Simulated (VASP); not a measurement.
# ZnCu in VASP: further runs, part 2 of 2

VASP 6.6.1.

### Step 4. Single point, r2SCAN

This run uses another cell than the first one, of 13.54 Å³/atom, 1.060 times its volume.

The input, POSCAR:

```
ZnCu
1.0
    3.0027597620      0.0000000000      0.0000000000
    0.0000000000      3.0027597620      0.0000000000
    0.0000000000      0.0000000000      3.0027597620
Zn Cu
1 1
Direct
    0.5000000000      0.5000000000      0.5000000000
    0.0000000000      0.0000000000      0.0000000000
```

The input, INCAR.step1:

```
SYSTEM = ZnCu
PREC     = Accurate       ! precision mode
ENCUT    = 660            ! plane-wave cutoff, eV
ISMEAR   = -1             ! smearing method
SIGMA    = 0.05           ! smearing width, eV
LREAL    = .False.        ! projectors in reciprocal space
LASPH    = .True.         ! aspherical terms in the spheres
NELM     = 120            ! most SCF steps
NBANDS   = 18             ! bands
GGA      = PE             ! functional
ALGO     = Normal         ! electronic algorithm
EDIFF    = 1E-5           ! SCF threshold, eV
LWAVE    = .True.         ! write WAVECAR
LCHARG   = .False.        ! write CHGCAR
GGA_COMPAT= .False.
```

The input, INCAR.step2:

```
SYSTEM = ZnCu
PREC     = Accurate       ! precision mode
ENCUT    = 660            ! plane-wave cutoff, eV
EDIFF    = 1E-6           ! SCF threshold, eV
ISMEAR   = -1             ! smearing method
SIGMA    = 0.05           ! smearing width, eV
LREAL    = .False.        ! projectors in reciprocal space
LASPH    = .True.         ! aspherical terms in the spheres
NELM     = 120            ! most SCF steps
ALGO     = Normal         ! electronic algorithm
ISIF     = 2              ! what is computed and relaxed
LWAVE    = .False.        ! write WAVECAR
LCHARG   = .True.         ! write CHGCAR
METAGGA  = R2SCAN         ! meta-GGA
LMIXTAU  = .True.       
LELF     = .True.         ! ELF
LVHAR    = .True.       
NBANDS   = 18             ! bands
ISTART   = 1            
GGA_COMPAT= .False.
```

The input, KPOINTS:

```
regular mesh
0
Gamma
  9 9 9
  0 0 0
```

Potentials or basis: VASP PAW PBE potentials, release 64 (Zn, Cu).

Command:

```bash
$ cat potpaw_PBE.64/Zn/POTCAR potpaw_PBE.64/Cu/POTCAR > POTCAR
$ cp INCAR.step1 INCAR
$ mpirun -np 1 vasp_std > vasp.out
$ cp INCAR.step2 INCAR
$ mpirun -np 1 vasp_std > vasp.out
```

OUTCAR:

```text
SYSTEM = ZnCu
   PREC = Accurate
   ENCUT = 660
   EDIFF = 1E-6
   ISMEAR = -1
   LREAL = .False.
   LASPH = .True.
   NELM = 120
   ISIF = 2
   METAGGA = R2SCAN
   ISTART = 1

 ion  position               nearest neighbor table
   1  0.500  0.500  0.500-   2 2.60   2 2.60   2 2.60   2 2.60   2 2.60   2 2.60   2 2.60   2 2.60

   2  0.000  0.000  0.000-   1 2.60   1 2.60   1 2.60   1 2.60   1 2.60   1 2.60   1 2.60   1 2.60

  LATTYP: Found a simple cubic cell.
 ALAT       =     3.0027597620

  Lattice vectors:

[... 192 lines left out ...]
      6      -2.5154      2.00000
[... 481 lines left out ...]
      5      -2.4450      2.00000
      6      -0.2085      2.00000
[... 10 lines left out ...]
     17      20.3214      0.00000
     18      21.4821      0.00000

 [... further k-points ...]
[... 5 lines left out ...]
  --------------------------------------------------------------------------------------
  -------------------------------------------------------------------------------------
  Total       -1.4526977     -1.4526977     -1.4526977      0.0000000      0.0000000      0.0000000
  in kB      -85.9654743    -85.9654743    -85.9654743      0.0000000      0.0000000      0.0000000
  external PRESSURE =     -85.9654743 kB  Pullay stress =       0.0000000 kB

 VOLUME and BASIS-vectors are now :
 -----------------------------------------------------------------------------
  energy-cutoff  :      660.00
  volume of cell :       27.07
      direct lattice vectors                 reciprocal lattice vectors
     3.002759762  0.000000000  0.000000000     0.333026975  0.000000000  0.000000000
     0.000000000  3.002759762  0.000000000     0.000000000  0.333026975  0.000000000
     0.000000000  0.000000000  3.002759762     0.000000000  0.000000000  0.333026975

 POSITION                                       TOTAL-FORCE (eV/Angst)
 -----------------------------------------------------------------------------------
      1.50138      1.50138      1.50138         0.000000      0.000000      0.000000
      0.00000      0.00000      0.00000         0.000000      0.000000      0.000000
 -----------------------------------------------------------------------------------
    total drift:                                0.000000      0.000000      0.000000

  FREE ENERGIE OF THE ION-ELECTRON SYSTEM (eV)
  ---------------------------------------------------
  free  energy   TOTEN  =       -19.8681440699 eV

  energy  without entropy=      -19.8636041467  energy(sigma->0) =      -19.86587411
```

OUTCAR.step1:

```text
SYSTEM = ZnCu
   PREC = Accurate
   ENCUT = 660
   ISMEAR = -1
   LREAL = .False.
   LASPH = .True.
[... 726 lines left out ...]
      1.50138      1.50138      1.50138         0.000000      0.000000      0.000000
      0.00000      0.00000      0.00000         0.000000      0.000000      0.000000
 -----------------------------------------------------------------------------------
    total drift:                                0.000000      0.000000      0.000000

  FREE ENERGIE OF THE ION-ELECTRON SYSTEM (eV)
  ---------------------------------------------------
  free  energy   TOTEN  =        -4.9930629470 eV

  energy  without entropy=       -4.9882470811  energy(sigma->0) =       -4.99065501
```

OSZICAR.step1:

```text
N       E                     dE             d eps       ncg     rms          rms(c)
DAV:   1     0.121931134802E+03    0.12193E+03   -0.12995E+04  1364   0.246E+03
DAV:   2    -0.559114644279E+00   -0.12249E+03   -0.11775E+03  1266   0.320E+02
DAV:   3    -0.597146976380E+01   -0.54124E+01   -0.53478E+01  1438   0.819E+01
DAV:   4    -0.601808441934E+01   -0.46615E-01   -0.46591E-01  1448   0.695E+00
DAV:   5    -0.601871031486E+01   -0.62590E-03   -0.62588E-03  1424   0.827E-01    0.910E+00
DAV:   6    -0.597887246777E+01    0.39838E-01   -0.14671E+01  1352   0.902E+01    0.621E+00
DAV:   7    -0.500158457746E+01    0.97729E+00   -0.31909E+00  1360   0.842E+01    0.201E+00
DAV:   8    -0.500127066104E+01    0.31392E-03   -0.14539E-01  1744   0.537E+00    0.114E+00
DAV:   9    -0.499304453580E+01    0.82261E-02   -0.13882E-02  1386   0.257E+00    0.443E-02
DAV:  10    -0.499306757513E+01   -0.23039E-04   -0.62892E-04  1930   0.438E-01    0.446E-02
DAV:  11    -0.499306294699E+01    0.46281E-05   -0.82757E-05  1350   0.261E-01
   1 F= -.49930629E+01 E0= -.49906550E+01  d E =-.481587E-02
```

Wall time 57 s (1 thread of Intel Xeon Platinum 8488C (Sapphire Rapids), shared host); peak memory 0.17 GiB.

What came out:

```
Free energy : -19.8681 eV
Pressure    : -8.6 GPa
```

Levels at points of the mesh, in eV from the Fermi level:
```tsv
k point	band 7	band 8	band 9	band 10	band 11	band 12	band 13	band 14	band 15	band 16
(0.00, 0.00, 0.00)	-3.62	-3.62	-2.79	-2.79	-2.79	6.34	6.34	6.34	11.09	11.09
```

Caveat: the PAW data sets were made with another functional, which shifts forces and pressure a little.

### Step 5. Single point, PBEsol+D4 (atoms moved at random)

The input, INCAR:

```
SYSTEM = ZnCu
PREC = Accurate ; ENCUT = 520
EDIFF = 1E-7 ; ISMEAR = 0
SIGMA = 0.1 ; LREAL = .FALSE.
LASPH = .TRUE. ; NELM = 100
ALGO = Fast ; ISIF = 2
LWAVE = .FALSE. ; LCHARG = .FALSE.
GGA = PS ; IVDW = 13
NBANDS = 18
```

The input, KPOINTS:

```
Automatic mesh
0
G
  9 9 9
  0 0 0
```

The input, POSCAR:

```
ZnCu
1.0
    2.9450000000      0.0000000000      0.0000000000
    0.0000000000      2.9450000000      0.0000000000
    0.0000000000      0.0000000000      2.9450000000
Zn Cu
1 1
Direct
    0.5111030000      0.5042410000      0.4952780000
   -0.0228300000     -0.0090300000      0.0035500000
```

Command:

```bash
$ cat potpaw_PBE.64/Zn/POTCAR potpaw_PBE.64/Cu/POTCAR > POTCAR
$ mpirun -np 1 vasp_std > vasp.out
```

Run time: 3.8 min. Hardware: 1 thread of Intel Xeon Platinum 8259CL at 2.50GHz (Skylake/Cascade Lake), shared host; peak memory 0.28 GiB.

Results (log left out):

```yaml
Free_energy: -6.5638 eV
Pressure: -6.0 GPa
Largest_force: 0.509 eV/Å
Dispersion_energy_per_atom: -0.260 eV
```

Forces on the atoms (eV/Å):
```
Zn  -0.458 -0.186  0.117
Cu   0.458  0.186 -0.117
```

Stress tensor (GPa, compression positive):
```
-6.33  0.43 -0.27
 0.43 -5.88 -0.11
-0.27 -0.11 -5.83
```

Levels at points of the mesh, in eV from the Fermi level:
```csv
k point,band 8,band 9,band 10,band 11,band 12,band 13,band 14,band 15,band 16,band 17
"(0.00, 0.00, 0.00)",-3.64,-2.80,-2.80,-2.80,6.13,6.14,6.19,11.16,11.20,12.14
```

Caveat: the cell differs from its parent crystal (atoms moved at random); the PAW data sets were made with another functional, which shifts forces and pressure a little; pairwise dispersion overbinds metals, which lowers pressure and volume.

### Step 6. Single point, PBEsol

This run uses another cell than the first one, of 12.00 Å³/atom, 0.940 times its volume.

The input, INCAR:

```
PREC = Accurate ; ENCUT = 520
EDIFF = 1E-6 ; ISMEAR = -1
SIGMA = 0.05 ; LREAL = False
LASPH = True ; NELM = 60
ALGO = Fast ; ISIF = 2
LWAVE = False ; LCHARG = False
GGA = PS ; NBANDS = 18
```

The input, KPOINTS:

```
regular mesh
0
Gamma
  9 9 9
```

The input, POSCAR:

```
ZnCu
1.0
    2.8848810902      0.0000000000      0.0000000000
    0.0000000000      2.8848810902      0.0000000000
    0.0000000000      0.0000000000      2.8848810902
Zn Cu
1 1
Direct
    0.5000000000      0.5000000000      0.5000000000
    0.0000000000      0.0000000000      0.0000000000
```

Potentials or basis: VASP PAW PBE potentials, release 64 (Zn, Cu).

Command:

```bash
$ cat potpaw_PBE.64/Zn/POTCAR potpaw_PBE.64/Cu/POTCAR > POTCAR
$ mpirun -np 1 vasp_std > vasp.out
```

Wall time 10 s (1 thread of Intel Xeon Platinum 8559C (Emerald Rapids), shared host); peak memory 0.14 GiB.

Results (log left out):

* Free energy: -6.0714 eV
* Pressure: 4.9 GPa

Levels at points of the mesh, in eV from the Fermi level:
```tsv
k point	band 9	band 10	band 11	band 12	band 13	band 14
(0.00, 0.00, 0.00)	-2.89	-2.89	-2.89	6.36	6.36	6.36
```

Caveat: the PAW data sets were made with another functional, which shifts forces and pressure a little.

### Step 7. The runs side by side

| level | cell | k mesh | cutoff (eV) | smearing | gap on the mesh (eV) | pressure (GPa) |
| --- | --- | --- | --- | --- | --- | --- |
| r2SCAN | a = 2.945 Å, 2 atoms | 12 × 12 × 12 | 520 | gaussian 0.05 eV | none | -2.5 |
| r2SCAN | a = 2.945 Å, 2 atoms | 15 × 15 × 15 | 520 | gaussian 0.05 eV | none | -2.6 |
| r2SCAN | a = 3.003 Å, 2 atoms | 9 × 9 × 9 | 660 | fermi-dirac 0.05 eV | none | -8.6 |
| PBEsol+D4 | a = 2.945 Å, 2 atoms | 9 × 9 × 9 | 520 | gaussian 0.1 eV | none | -6.0 |
| PBEsol | a = 2.885 Å, 2 atoms | 9 × 9 × 9 | 520 | fermi-dirac 0.05 eV | none | 4.9 |

Some of these runs hold the atoms at other places in the same cell, which the table doesn't show; runs alike in all that it shows share one row.

Alike in all rows: task single point; potentials or basis VASP PAW PBE potentials, release 64 (Zn, Cu); no spin polarisation.

Caveats: the PAW data sets were made with another functional, which shifts forces and pressure a little; pairwise dispersion overbinds metals, which lowers pressure and volume (some runs).

Total energies depend on the potentials used, so only differences within one code and one set of settings carry meaning.
